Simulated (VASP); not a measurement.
# CdS5 (C2) in VASP: notebook

CdS5 is run at these levels: PBE; tasks: relaxation of cell and atoms, single point.

All numbers are computed with VASP 6.6.1; they aren't measurements. Logs are shortened: lines on timing, memory, paths and dates and some standing lists are left out, and cuts for length are marked.

### 1 The cell of the first run

The structure is monoclinic, space group C2 (No. 5). The conventional cell has a = 5.940 Å, b = 5.940 Å, c = 7.650 Å, α = 90.00°, β = 90.00°, γ = 90.00°. Within 3.3 Å of Cd (site symmetry 2) lie 6 S at 2.53 to 2.55 Å. Within 2.7 Å of S (site symmetry 1) lie 2 S at 2.03 to 2.04 Å and 1 Cd at 2.53 Å. S (site symmetry 2) has 2 S at 2.03 Å within 2.7 Å. Within 2.7 Å of S (site symmetry 1) lie 1 S at 2.04 Å and 2 Cd at 2.55 Å.

### 2 Relaxation of cell and atoms, PBE

Input file INCAR:

```
SYSTEM = CdS5
PREC = Accurate
ENCUT = 600
EDIFF = 1E-7
ISMEAR = 0
SIGMA = 0.2
LREAL = .False.
LASPH = .True.
NELM = 60
ALGO = Normal
ISIF = 3
LWAVE = .False.
LCHARG = .False.
GGA = PE
IBRION = 2
NSW = 36
EDIFFG = -0.08
```

Input file KPOINTS:

```
regular mesh
0
Gamma
  4 4 2
  0 0 0
```

Input file POSCAR:

```
CdS5
1.0
    2.9700000000     -2.9700000000      0.0000000000
    2.9700000000      2.9700000000      0.0000000000
    0.0000000000      0.0000000000      7.6500000000
Cd S
1 5
Direct
    0.0000000000      0.0000000000      0.0000000000
    0.7540000000      0.1280000000      0.7060000000
    0.0200000000      0.9800000000      0.5000000000
    0.8720000000      0.2460000000      0.2940000000
    0.5000000000      0.0000000000      0.1900000000
    0.0000000000      0.5000000000      0.8100000000
```

Potentials or basis: VASP PAW PBE potentials, release 64 (Cd, S).

Command:

```sh
cat potpaw_PBE.64/Cd/POTCAR potpaw_PBE.64/S/POTCAR > POTCAR
mpirun -np 1 vasp_std > vasp.out
```

OUTCAR:

```text
SYSTEM = CdS5
   PREC = Accurate
   ENCUT = 600
   EDIFF = 1E-7
   ISMEAR = 0
   LREAL = .False.
   LASPH = .True.
   NELM = 60
   ISIF = 3
   GGA = PE
   IBRION = 2
   NSW = 36
   EDIFFG = -0.08

 ion  position               nearest neighbor table
   1  0.000  0.000  0.000-   2 2.53   4 2.53   5 2.55   6 2.55   6 2.55   5 2.55
   2  0.754  0.128  0.706-   3 2.03   6 2.04   1 2.53
   3  0.020  0.980  0.500-   2 2.03   4 2.03
   4  0.872  0.246  0.294-   3 2.03   5 2.04   1 2.53
   5  0.500  0.000  0.190-   4 2.04   1 2.55   1 2.55
   6  0.000  0.500  0.810-   2 2.04   1 2.55   1 2.55

  LATTYP: Found a simple tetragonal cell.
 ALAT       =     4.2002142802
 C/A-ratio  =     1.8213356485

  Lattice vectors:

 A1 = (   2.9700000000,  -2.9700000000,   0.0000000000)
 A2 = (   2.9700000000,   2.9700000000,   0.0000000000)
 A3 = (   0.0000000000,   0.0000000000,   7.6500000000)

Analysis of symmetry for initial positions (statically):
=====================================================================
 Subroutine PRICEL returns:
 Original cell was already a primitive cell.

 Routine SETGRP: Setting up the symmetry group for a
 simple tetragonal supercell.

 Subroutine GETGRP returns: Found  2 space group operations
 (whereof  2 operations were pure point group operations)
 out of a pool of 16 trial point group operations.

The static configuration has the point symmetry C_2 .

Analysis of symmetry for dynamics (positions and initial velocities):
=====================================================================
 Subroutine PRICEL returns:
 Original cell was already a primitive cell.

 Routine SETGRP: Setting up the symmetry group for a
 simple tetragonal supercell.

 Subroutine GETGRP returns: Found  2 space group operations
 (whereof  2 operations were pure point group operations)
 out of a pool of 16 trial point group operations.

The dynamic configuration has the point symmetry C_2 .

 Subroutine INISYM returns: Found  2 space group operations
 (whereof  2 operations are pure point group operations),
 and found     1 'primitive' translations

----------------------------------------------------------------------------------------

                                     Primitive cell

  volume of cell :     134.9598

  direct lattice vectors                    reciprocal lattice vectors
     2.970000000 -2.970000000  0.000000000     0.168350168 -0.168350168  0.000000000
     2.970000000  2.970000000  0.000000000     0.168350168  0.168350168  0.000000000
     0.000000000  0.000000000  7.650000000     0.000000000  0.000000000  0.130718954

  length of vectors
     4.200214280  4.200214280  7.650000000     0.238083091  0.238083091  0.130718954

  position of ions in fractional coordinates (direct lattice)
     0.000000000  0.000000000  0.000000000
     0.754000000  0.128000000  0.706000000
     0.020000000  0.980000000  0.500000000
     0.872000000  0.246000000  0.294000000
     0.500000000  0.000000000  0.190000000
     0.000000000  0.500000000  0.810000000

  ion indices of the primitive-cell ions
   primitive index   ion index
                 1           1
                 2           2
                 3           3
                 4           4
                 5           5
                 6           6

----------------------------------------------------------------------------------------

 KPOINTS: regular mesh

Automatic generation of k-mesh.
 Grid dimensions read from file:
 generate k-points for:    4    4    2

 Generating k-lattice:

  Cartesian coordinates                     Fractional coordinates (reciprocal lattice)
     0.042087542 -0.042087542  0.000000000     0.250000000  0.000000000  0.000000000
     0.042087542  0.042087542  0.000000000     0.000000000  0.250000000  0.000000000
     0.000000000  0.000000000  0.065359477     0.000000000  0.000000000  0.500000000

  Length of vectors
     0.059520773  0.059520773  0.065359477

  Shift w.r.t. Gamma in fractional coordinates (k-lattice)
     0.000000000  0.000000000  0.000000000

 Subroutine IBZKPT returns following result:
 ===========================================

 Found     14 irreducible k-points:

 Following reciprocal coordinates:
            Coordinates               Weight
  0.000000  0.000000  0.000000      1.000000
  0.250000  0.000000  0.000000      4.000000
  0.500000  0.000000  0.000000      2.000000
  0.250000  0.250000  0.000000      2.000000
 -0.250000  0.250000  0.000000      2.000000
  0.500000  0.250000  0.000000      4.000000
  0.500000  0.500000  0.000000      1.000000
  0.000000  0.000000  0.500000      1.000000
  0.250000  0.000000  0.500000      4.000000
  0.500000  0.000000  0.500000      2.000000
  0.250000  0.250000  0.500000      2.000000
 -0.250000  0.250000  0.500000      2.000000
  0.500000  0.250000  0.500000      4.000000
  0.500000  0.500000  0.500000      1.000000
   k-points           NKPTS =     14   k-points in BZ     NKDIM =     14   number of bands    NBANDS=     25
   number of dos      NEDOS =    301   number of ions     NIONS =      6
   total plane-waves  NPLWV =  82944
   dimension x,y,z NGX =    36 NGY =   36 NGZ =   64
   dimension x,y,z NGXF=    72 NGYF=   72 NGZF=  128
   ions per type =               1   5
   NGX,Y,Z   is equivalent  to a cutoff of  14.25, 14.25, 13.91 a.u.
   NGXF,Y,Z  is equivalent  to a cutoff of  28.50, 28.50, 27.82 a.u.
 SYSTEM =  CdS5
   PREC   = accura    normal or accurate (medium, high low for compatibility)
   ISTART =      0    job   : 0-new  1-cont  2-samecut
   ICHARG =      2    charge: 1-file 2-atom 10-const
   ISPIN  =      1    spin polarized calculation?
   LNONCOLLINEAR =      F non collinear calculations
   LSORBIT =      F    spin-orbit coupling
   LASPH  =      T    aspherical Exc in radial PAW
   ENCUT  =  600.0 eV  44.10 Ry    6.64 a.u.   8.39  8.39 15.28*2*pi/ulx,y,z
   NELM   =     60;   NELMIN=  2; NELMDL= -5     # of ELM steps
   EDIFF  = 0.1E-06   stopping-criterion for ELM
   LREAL  =      F    real-space projection
   EDIFFG = -.8E-01   stopping-criterion for IOM
   NSW    =     36    number of steps for IOM
   IBRION =      2    ionic relax: 0-MD 1-quasi-New 2-CG
   NFREE  =      1    steps in history (QN), initial steepest desc. (CG)
   ISIF   =      3    stress and relaxation
   ISYM   =      2    0-nonsym 1-usesym 2-fastsym
   POTIM  = 0.5000    time-step for ionic-motion
   TEBEG  =    0.0;   TEEND  =   0.0 temperature during run
   PSTRESS=    0.0 pullay stress
   NELECT =      42.0000    total number of electrons
   NUPDOWN=      -1.0000    fix difference up-down
   EMIN   =  10.00;   EMAX   =-10.00  energy-range for DOS
   EFERMI =   0.00;   METHOD = LEGACY
   ISMEAR =     0;   SIGMA  =   0.20  broadening in eV -4-tet -1-fermi 0-gaus
   EFERMI_NEDOS =   21; number of points for ismear=-14 and -15
   IALGO  =     38    algorithm
   IMIX   =      4    mixing-type and parameters
     AMIX     =   0.40;   BMIX     =  1.00
     AMIX_MAG =   1.60;   BMIX_MAG =  1.00
  volume/ion in A,a.u.               =      22.49       151.79
  Fermi-wavevector in a.u.,A,eV,Ry     =   1.109404  2.096470 16.745748  1.230778
  Thomas-Fermi vector in A             =   2.245943
   LORBIT       =      0    0 simple, 1 ext, 2 COOP (PROOUT), +10 PAW based schemes
   GGA     = PE    functional components
   LHFCALC =     F    Hartree Fock is set to
   AEXX    =    0.0000 exact exchange contribution
   IVDW    =     0    specifies the selected vdW correction
   LEPSILON=     F    determine dielectric tensor
   LRPA    =     F    only Hartree local field effects (RPA)
 conjugate gradient relaxation of ions
 non-spin polarized calculation
 Gauss-broadening in eV      SIGMA  =   0.20
  energy-cutoff  :      600.00
  volume of cell :      134.96
 maximum number of plane-waves:      4531
 NGX is ok and might be reduce to    36
   NGX = 17   NGY = 17   NGZ = 31

--------------------------------------- Ionic step        1  -------------------------------------------

 number of electron      42.0000002 magnetization

 Free energy of the ion-electron system (eV)
  ---------------------------------------------------
  ext. energy  EPLUGINS =         0.00000000
  ---------------------------------------------------
  free energy    TOTEN  =       -19.12843729 eV

  energy without entropy =      -19.10379499  energy(sigma->0) =      -19.11611614

------------------------ aborting loop because EDIFF is reached ----------------------------------------

  FORCE on cell =-STRESS in cart. coord.  units (eV):
  Direction    XX          YY          ZZ          XY          YZ          ZX
  --------------------------------------------------------------------------------------
  -------------------------------------------------------------------------------------
  Total        7.6212460      9.9596345     11.6237268      0.0000000      0.0000000      2.4521853
  in kB       90.4757588    118.2359795    137.9912808      0.0000000      0.0000000     29.1111616
  external PRESSURE =     115.5676731 kB  Pullay stress =       0.0000000 kB
[... 101 lines left out ...]
  FREE ENERGIE OF THE ION-ELECTRON SYSTEM (eV)
  ---------------------------------------------------
  free  energy   TOTEN  =       -20.0246519478 eV

  energy  without entropy=      -20.0002640698  energy(sigma->0) =      -20.01245801

[... ionic steps 4 to 26 ...]

--------------------------------------- Ionic step       27  -------------------------------------------

 number of electron      42.0000005 magnetization

------------------------ aborting loop because EDIFF is reached ----------------------------------------

  FORCE on cell =-STRESS in cart. coord.  units (eV):
  Direction    XX          YY          ZZ          XY          YZ          ZX
  --------------------------------------------------------------------------------------
  -------------------------------------------------------------------------------------
  Total        0.0738140     -0.2627069     -0.0353696      0.0000000      0.0000000      0.0223334
  in kB        0.6934691     -2.4680841     -0.3322910      0.0000000      0.0000000      0.2098180
  external PRESSURE =      -0.7023020 kB  Pullay stress =       0.0000000 kB
[... 65 lines left out ...]
  energy  without entropy=      -21.7406122729  energy(sigma->0) =      -21.74061228

--------------------------------------- Ionic step       29  -------------------------------------------

 number of electron      41.9999996 magnetization

 Free energy of the ion-electron system (eV)
  ---------------------------------------------------
  ext. energy  EPLUGINS =         0.00000000
  ---------------------------------------------------
  free energy    TOTEN  =       -21.74321786 eV

  energy without entropy =      -21.74321785  energy(sigma->0) =      -21.74321786

 E-fermi :   1.9534     XC(G=0):  -7.9171

 val. band max:        1.1919282119   @ k =   0.2500   0.2500   0.0000
 cond. band min:       2.6905232900   @ k =   0.0000   0.0000   0.0000
 fundamental gap:      1.4985950781
 Fermi energy:         1.9534062776

 k-point     1 :       0.0000    0.0000    0.0000
  band No.  band energies     occupation
      1     -14.7535      2.00000
      2     -13.4681      2.00000
      3     -11.8648      2.00000
      4      -9.7778      2.00000
      5      -8.1759      2.00000
      6      -6.8607      2.00000
[... 414 lines left out ...]
  FREE ENERGIE OF THE ION-ELECTRON SYSTEM (eV)
  ---------------------------------------------------
  free  energy   TOTEN  =       -21.7432178608 eV

  energy  without entropy=      -21.7432178517  energy(sigma->0) =      -21.74321786

 reached required accuracy - stopping structural energy minimisation
```

Wall time 14 min (1 thread of AMD EPYC 9R45 (Zen 5), shared host); peak memory 0.27 GiB.

What came out:

```
Free energy                           : -21.7432 eV
Relaxed volume                        : 28.64 Å³/atom
Relaxed cell                          : a = 4.449 Å, b = 4.449 Å, c = 9.078 Å, α = 98.99°, β = 98.99°, γ = 99.70°
Space group after relaxing (to 0.1 Å) : C2 (No. 5)
Energy gained by relaxing             : 435.8 meV/atom
Ionic steps                           : 29
Pressure after relaxing               : -0.1 GPa
Largest force after relaxing          : 0.069 eV/Å
Band gap on the k mesh                : 1.50 eV (least direct gap 1.73 eV)
```

Forces on the atoms (eV/Å):
```
Cd   0.000  0.017  0.000
S    0.033 -0.021 -0.043
S    0.000  0.067  0.000
S   -0.033 -0.021  0.043
S    0.052 -0.021 -0.040
S   -0.052 -0.021  0.040
```

The path:
| step | energy change (eV) | largest force (eV/Å) | pressure (GPa) | volume (Å³) |
| --- | --- | --- | --- | --- |
| 1 | 0.0000 | 2.3855 | 11.56 | 134.96 |
| 2 | -0.6158 | 2.4565 | -4.81 | 169.10 |
| 3 | -0.8962 | 1.4791 | -0.63 | 155.10 |
| 4 | -1.3658 | 1.2529 | -0.72 | 159.53 |
| 5 | -1.7381 | 0.8185 | -0.02 | 165.86 |
| 6 | -1.5087 | 2.5944 | 2.81 | 178.23 |
| 7 | -1.8007 | 1.1176 | 0.83 | 170.08 |
| 8 | -1.9720 | 1.1784 | -1.73 | 179.49 |
| 9 | -1.9720 | 1.1706 | -1.71 | 179.41 |
| 10 | -2.1779 | 0.7351 | -0.36 | 175.77 |
| 11 | -2.2290 | 1.1767 | 0.81 | 172.37 |
| 12 | -2.3302 | 0.5277 | -0.57 | 172.36 |
| 13 | -2.3349 | 0.5341 | -0.92 | 172.32 |
| 14 | -2.3981 | 0.5327 | -0.76 | 169.60 |
| 15 | -2.4837 | 0.6197 | -0.03 | 162.80 |
| 16 | -2.4846 | 0.6317 | 0.16 | 161.52 |
| 17 | -2.5262 | 0.4091 | 0.19 | 160.00 |
| 18 | -2.5286 | 0.4129 | 0.23 | 159.54 |
| 19 | -2.5585 | 0.2111 | 0.51 | 160.15 |
| 20 | -2.5696 | 0.1745 | 0.82 | 160.80 |
| 21 | -2.5842 | 0.1596 | -0.12 | 164.61 |
| 22 | -2.5842 | 0.1559 | -0.11 | 164.55 |
| 23 | -2.5957 | 0.0991 | 0.05 | 166.25 |
| 24 | -2.5991 | 0.2340 | 0.22 | 167.78 |
| 25 | -2.6050 | 0.1355 | -0.14 | 170.28 |
| 26 | -2.6050 | 0.1236 | -0.13 | 170.16 |
| 27 | -2.6091 | 0.0859 | -0.07 | 170.54 |
| 28 | -2.6122 | 0.1002 | 0.03 | 171.24 |
| 29 | -2.6148 | 0.0695 | -0.05 | 171.86 |

Final structure:
```xyz
6
Lattice="2.8496 -3.4008 -0.3314 2.8496 3.4008 -0.3314 -1.1680 0.0000 9.0030" Properties=species:S:1:pos:R:3 pbc="T T T"
Cd    2.8496    3.1983   -0.3314
S     1.7534   -1.7889    5.7810
S     2.2656   -2.9815    4.1701
S     2.7778   -1.7889    2.5591
S     4.1253    1.1840    0.8286
S     0.4059    1.1840    7.5116
```

Caveat: the volume moved by over 15 % at a fixed basis, so the end points are rough; the relaxation stopped at a loose force limit of 0.08 eV/Å, so its end isn't a converged minimum. A k mesh can miss the band edges.

(Part 1 of 2 ends here.)
